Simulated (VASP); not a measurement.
# TaTi in VASP: a series of runs

TaTi is run at these levels: LDA; tasks: single point.

All numbers are computed with VASP 6.6.1; they aren't measurements. Logs are shortened: lines on timing, memory, paths and dates and some standing lists are left out, and cuts for length are marked.

**1. The cell of the first run**

The cell holds a slab with vacuum, 4 atoms: a = 2.819 Å, b = 4.684 Å, c = 15.993 Å, α = 90.00°, β = 90.00°, γ = 90.00°.

**2. Single point, LDA**

INCAR

```
ALGO = Normal
DIPOL = 0.5 0.5 0.500
EDIFF = 1E-7
ENCUT = 520
IDIPOL = 3
ISIF = 2
ISMEAR = 1
LASPH = True
LCHARG = False
LDIPOL = True
LREAL = False
LWAVE = False
NBANDS = 31
NELM = 60
PREC = Accurate
SIGMA = 0.1
```

KPOINTS

```
k-points
0
Gamma
  6 4 1
```

POSCAR

```
TaTi
1.0
    2.8186442540      0.0000000000      0.0000000000
    0.0000000000      4.6841286900      0.0000000000
    0.0000000000      0.0000000000     15.9928981938
Ti Ta
2 2
Direct
    0.3356028989      0.5000000000      0.4583888408
    0.0068086968      0.5000000000      0.6248334775
    0.0000000000      0.0000000000      0.3751665225
    0.6712057978      0.0000000000      0.5416111592
```

Potentials or basis: VASP PAW LDA potentials, release 64 (Ti_sv, Ta_pv).

Command:

```
cat potpaw_LDA.64/Ti_sv/POTCAR potpaw_LDA.64/Ta_pv/POTCAR > POTCAR
mpirun -np 1 vasp_std > vasp.out
```

OUTCAR:

```text
EDIFF = 1E-7
   ENCUT = 520
   ISIF = 2
   ISMEAR = 1
   LASPH = True
   LREAL = False
   NELM = 60
   PREC = Accurate

 ion  position               nearest neighbor table
   1  0.336  0.500  0.458-   2 2.82   3 2.86   3 2.86   4 2.86   4 2.86
   2  0.007  0.500  0.625-   1 2.82   4 2.86   4 2.86
   3  0.000  0.000  0.375-   4 2.82   1 2.86   1 2.86   4 3.27
   4  0.671  0.000  0.542-   3 2.82   2 2.86   2 2.86   1 2.86   1 2.86   3 3.27

  LATTYP: Found a simple orthorhombic cell.
 ALAT       =     2.8186442540
 B/A-ratio  =     1.6618374892
 C/A-ratio  =     5.6739683169

  Lattice vectors:

 A1 = (   2.8186442540,   0.0000000000,   0.0000000000)
 A2 = (   0.0000000000,   4.6841286900,   0.0000000000)
 A3 = (   0.0000000000,   0.0000000000,  15.9928981938)

Analysis of symmetry for initial positions (statically):
=====================================================================
 Subroutine PRICEL returns:
 Original cell was already a primitive cell.

 Routine SETGRP: Setting up the symmetry group for a
 simple orthorhombic supercell.

 Subroutine GETGRP returns: Found  2 space group operations
 (whereof  2 operations were pure point group operations)
 out of a pool of  8 trial point group operations.

The static configuration has the point symmetry C_1h.

Analysis of symmetry for dynamics (positions and initial velocities):
=====================================================================
 Subroutine PRICEL returns:
 Original cell was already a primitive cell.

 Routine SETGRP: Setting up the symmetry group for a
 simple orthorhombic supercell.

 Subroutine GETGRP returns: Found  2 space group operations
 (whereof  2 operations were pure point group operations)
 out of a pool of  8 trial point group operations.

The dynamic configuration has the point symmetry C_1h.

 Subroutine INISYM returns: Found  2 space group operations
 (whereof  2 operations are pure point group operations),
 and found     1 'primitive' translations

----------------------------------------------------------------------------------------

                                     Primitive cell

  volume of cell :     211.1525

  direct lattice vectors                    reciprocal lattice vectors
     2.818644254  0.000000000  0.000000000     0.354780494  0.000000000  0.000000000
     0.000000000  4.684128690  0.000000000     0.000000000  0.213486876  0.000000000
     0.000000000  0.000000000 15.992898194     0.000000000  0.000000000  0.062527754

  length of vectors
     2.818644254  4.684128690 15.992898194     0.354780494  0.213486876  0.062527754

  position of ions in fractional coordinates (direct lattice)
     0.335602899  0.500000000  0.458388841
     0.006808697  0.500000000  0.624833477
     0.000000000  0.000000000  0.375166523
     0.671205798  0.000000000  0.541611159

  ion indices of the primitive-cell ions
   primitive index   ion index
                 1           1
                 2           2
                 3           3
                 4           4

----------------------------------------------------------------------------------------

 KPOINTS: k-points

Automatic generation of k-mesh.
 Grid dimensions read from file:
 generate k-points for:    6    4    1

 Generating k-lattice:

  Cartesian coordinates                     Fractional coordinates (reciprocal lattice)
     0.059130082  0.000000000  0.000000000     0.166666667  0.000000000  0.000000000
     0.000000000  0.053371719  0.000000000     0.000000000  0.250000000  0.000000000
     0.000000000  0.000000000  0.062527754     0.000000000  0.000000000  1.000000000

  Length of vectors
     0.059130082  0.053371719  0.062527754

  Shift w.r.t. Gamma in fractional coordinates (k-lattice)
     0.000000000  0.000000000  0.000000000

 Subroutine IBZKPT returns following result:
 ===========================================

 Found     12 irreducible k-points:

 Following reciprocal coordinates:
            Coordinates               Weight
  0.000000  0.000000  0.000000      1.000000
  0.166667  0.000000  0.000000      2.000000
  0.333333  0.000000  0.000000      2.000000
  0.500000  0.000000  0.000000      1.000000
  0.000000  0.250000  0.000000      2.000000
  0.166667  0.250000  0.000000      4.000000
  0.333333  0.250000  0.000000      4.000000
  0.500000  0.250000  0.000000      2.000000
  0.000000  0.500000  0.000000      1.000000
  0.166667  0.500000  0.000000      2.000000
  0.333333  0.500000  0.000000      2.000000
  0.500000  0.500000  0.000000      1.000000
   k-points           NKPTS =     12   k-points in BZ     NKDIM =     12   number of bands    NBANDS=     31
   number of dos      NEDOS =    301   number of ions     NIONS =      4
   total plane-waves  NPLWV = 103680
   dimension x,y,z NGX =    24 NGY =   36 NGZ =  120
   dimension x,y,z NGXF=    48 NGYF=   72 NGZF=  240
   ions per type =               2   2
   NGX,Y,Z   is equivalent  to a cutoff of  14.16, 12.78, 12.47 a.u.
   NGXF,Y,Z  is equivalent  to a cutoff of  28.31, 25.55, 24.95 a.u.
 SYSTEM =  unknown system
   PREC   = accura    normal or accurate (medium, high low for compatibility)
   ISTART =      0    job   : 0-new  1-cont  2-samecut
   ICHARG =      2    charge: 1-file 2-atom 10-const
   ISPIN  =      1    spin polarized calculation?
   LNONCOLLINEAR =      F non collinear calculations
   LSORBIT =      F    spin-orbit coupling
   LASPH  =      T    aspherical Exc in radial PAW
   ENCUT  =  520.0 eV  38.22 Ry    6.18 a.u.   5.24  8.71 29.74*2*pi/ulx,y,z
   NELM   =     60;   NELMIN=  2; NELMDL= -5     # of ELM steps
   EDIFF  = 0.1E-06   stopping-criterion for ELM
   LREAL  =      F    real-space projection
   EDIFFG = 0.1E-05   stopping-criterion for IOM
   NSW    =      0    number of steps for IOM
   IBRION =     -1    ionic relax: 0-MD 1-quasi-New 2-CG
   NFREE  =      0    steps in history (QN), initial steepest desc. (CG)
   ISIF   =      2    stress and relaxation
   ISYM   =      2    0-nonsym 1-usesym 2-fastsym
   POTIM  = 0.5000    time-step for ionic-motion
   TEBEG  =    0.0;   TEEND  =   0.0 temperature during run
   PSTRESS=    0.0 pullay stress
   NELECT =      46.0000    total number of electrons
   NUPDOWN=      -1.0000    fix difference up-down
   EMIN   =  10.00;   EMAX   =-10.00  energy-range for DOS
   EFERMI =   0.00;   METHOD = LEGACY
   ISMEAR =     1;   SIGMA  =   0.10  broadening in eV -4-tet -1-fermi 0-gaus
   EFERMI_NEDOS =   21; number of points for ismear=-14 and -15
   IALGO  =     38    algorithm
   IMIX   =      4    mixing-type and parameters
     AMIX     =   0.40;   BMIX     =  1.00
     AMIX_MAG =   1.60;   BMIX_MAG =  1.00
  volume/ion in A,a.u.               =      52.79       356.23
  Fermi-wavevector in a.u.,A,eV,Ry     =   0.985058  1.861491 13.202281  0.970340
  Thomas-Fermi vector in A             =   2.116337
   LORBIT       =      0    0 simple, 1 ext, 2 COOP (PROOUT), +10 PAW based schemes
   GGA     = CA    functional components
   LHFCALC =     F    Hartree Fock is set to
   AEXX    =    0.0000 exact exchange contribution
   IVDW    =     0    specifies the selected vdW correction
   LEPSILON=     F    determine dielectric tensor
   LRPA    =     F    only Hartree local field effects (RPA)
 non-spin polarized calculation
 Methfessel and Paxton  Order N= 1 SIGMA  =   0.10
  energy-cutoff  :      520.00
  volume of cell :      211.15
 maximum number of plane-waves:      5726
 NGX is ok and might be reduce to    24
   NGX = 11   NGY = 17   NGZ = 59

 dipolmoment           0.000000      0.000000      0.217976 electrons x Angstroem

 number of electron      45.9999998 magnetization

 dipolmoment           0.000000      0.000000     -0.038721 electrons x Angstroem

 Free energy of the ion-electron system (eV)
  ---------------------------------------------------
  ext. energy  EPLUGINS =         0.00000000
  ---------------------------------------------------
  free energy    TOTEN  =       -37.71747896 eV

  energy without entropy =      -37.72259401  energy(sigma->0) =      -37.71918397

 E-fermi :  -0.0832     XC(G=0):  -5.5804

 val. band max:       -0.1301914791   @ k =   0.1667   0.5000   0.0000
 cond. band min:      -0.0744295765   @ k =   0.0000   0.5000   0.0000
 fundamental gap:      0.0557619025
 Fermi energy:        -0.0832150227

 k-point     1 :       0.0000    0.0000    0.0000
  band No.  band energies     occupation
      1     -56.3118      2.00000
      2     -56.0340      2.00000
      3     -34.4271      2.00000
      4     -34.3208      2.00000
      5     -33.9423      2.00000
      6     -33.8187      2.00000
[... 23 lines left out ...]
     30       2.1804      0.00000
     31       2.2725      0.00000

 k-point     2 :       0.1667    0.0000    0.0000
  band No.  band energies     occupation
      1     -56.2968      2.00000
      2     -56.0191      2.00000
      3     -34.3951      2.00000
      4     -34.2906      2.00000
      5     -33.9096      2.00000
      6     -33.9025      2.00000
[... 23 lines left out ...]
     30       1.5438     -0.00000
     31       2.2352      0.00000

 k-point     3 :       0.3333    0.0000    0.0000
  band No.  band energies     occupation
      1     -56.2666      2.00000
      2     -55.9891      2.00000
      3     -34.3447      2.00000
      4     -34.3173      2.00000
      5     -34.2295      2.00000
      6     -34.0251      2.00000
[... 23 lines left out ...]
     30       2.2402      0.00000
     31       2.3161      0.00000

 k-point     4 :       0.5000    0.0000    0.0000
  band No.  band energies     occupation
      1     -56.2514      2.00000
      2     -55.9740      2.00000
      3     -34.5323      2.00000
      4     -34.3590      2.00000
      5     -34.1987      2.00000
      6     -34.1823      2.00000
[... 227 lines left out ...]
     30       1.6131     -0.00000
     31       1.9824      0.00000

 k-point    11 :       0.3333    0.5000    0.0000
  band No.  band energies     occupation
      1     -56.2666      2.00000
      2     -55.9892      2.00000
      3     -34.3569      2.00000
      4     -34.3180      2.00000
      5     -34.2296      2.00000
      6     -34.0361      2.00000
[... 23 lines left out ...]
     30       2.0144      0.00000
     31       2.2714      0.00000

 k-point    12 :       0.5000    0.5000    0.0000
  band No.  band energies     occupation
      1     -56.2514      2.00000
      2     -55.9741      2.00000
      3     -34.5410      2.00000
      4     -34.3638      2.00000
      5     -34.2064      2.00000
      6     -34.1850      2.00000
[... 23 lines left out ...]
     30       2.3014      0.00000
     31       2.6405      0.00000

------------------------ aborting loop because EDIFF is reached ----------------------------------------

 vacuum level on the upper side and lower side of the slab       (xc-potential included)        -0.559        -0.039

  FORCE on cell =-STRESS in cart. coord.  units (eV):
  Direction    XX          YY          ZZ          XY          YZ          ZX
  --------------------------------------------------------------------------------------
  -------------------------------------------------------------------------------------
  Total      -10.0774435     -9.0905244     -6.9496265      0.0000000      0.0000000      0.8057314
  in kB      -76.4653527    -68.9768345    -52.7321879      0.0000000      0.0000000      6.1137069
  external PRESSURE =     -66.0581250 kB  Pullay stress =       0.0000000 kB

 VOLUME and BASIS-vectors are now :
 -----------------------------------------------------------------------------
  energy-cutoff  :      520.00
  volume of cell :      211.15
      direct lattice vectors                 reciprocal lattice vectors
     2.818644254  0.000000000  0.000000000     0.354780494  0.000000000  0.000000000
     0.000000000  4.684128690  0.000000000     0.000000000  0.213486876  0.000000000
     0.000000000  0.000000000 15.992898194     0.000000000  0.000000000  0.062527754

 POSITION                                       TOTAL-FORCE (eV/Angst)
 -----------------------------------------------------------------------------------
      0.94595      2.34206      7.33097         0.430499      0.000000      0.573875
      0.01919      2.34206      9.99290         0.204668      0.000000     -1.044866
      0.00000      0.00000      6.00000        -0.415859      0.000000      1.793769
      1.89189      0.00000      8.66193        -0.219308      0.000000     -1.322777
 -----------------------------------------------------------------------------------
    total drift:                                0.000753      0.000000     -0.000131

  FREE ENERGIE OF THE ION-ELECTRON SYSTEM (eV)
  ---------------------------------------------------
  free  energy   TOTEN  =       -37.7174789561 eV

  energy  without entropy=      -37.7225940105  energy(sigma->0) =      -37.71918397

 vacuum level on the upper side and lower side of the slab         3.103         3.641
```

Wall time 2.1 min (1 thread of AMD EPYC 7R13 (Zen 3), shared host); peak memory 0.25 GiB.

Results:

```yaml
Free_energy: -37.7175 eV
Largest_force: 1.841 eV/Å
Band_gap_on_the_k_mesh: zero (bands 23 and 24 overlap by 0.19 eV)
```

Forces on the atoms (eV/Å):
```
Ti   0.430  0.000  0.574
Ti   0.205  0.000 -1.045
Ta  -0.416  0.000  1.794
Ta  -0.219  0.000 -1.323
```

Levels at points of the mesh, in eV from the Fermi level:
```csv
k point,band 19,band 20,band 21,band 22,band 23,band 24,band 25,band 26,band 27,band 28
"(0.00, 0.00, 0.00)",-1.15,-1.05,-0.94,-0.44,-0.28,0.11,0.25,0.44,0.52,1.49
"(0.50, 0.00, 0.00)",-1.56,-0.94,-0.94,-0.84,-0.59,0.24,0.45,1.25,1.79,2.24
"(0.00, 0.50, 0.00)",-1.14,-0.88,-0.84,-0.51,-0.30,0.01,0.01,0.24,1.24,1.38
"(0.50, 0.50, 0.00)",-1.07,-1.06,-0.70,-0.32,0.19,0.36,0.97,1.03,1.56,1.67
```

Caveat: the k points lie up to 0.37 Å⁻¹ apart; spin-orbit coupling is left out, which moves the levels of the heavy elements.

(Part 1 of 2 ends here.)

The gap in the log of VASP goes by the Fermi energy; the results here count the filled bands.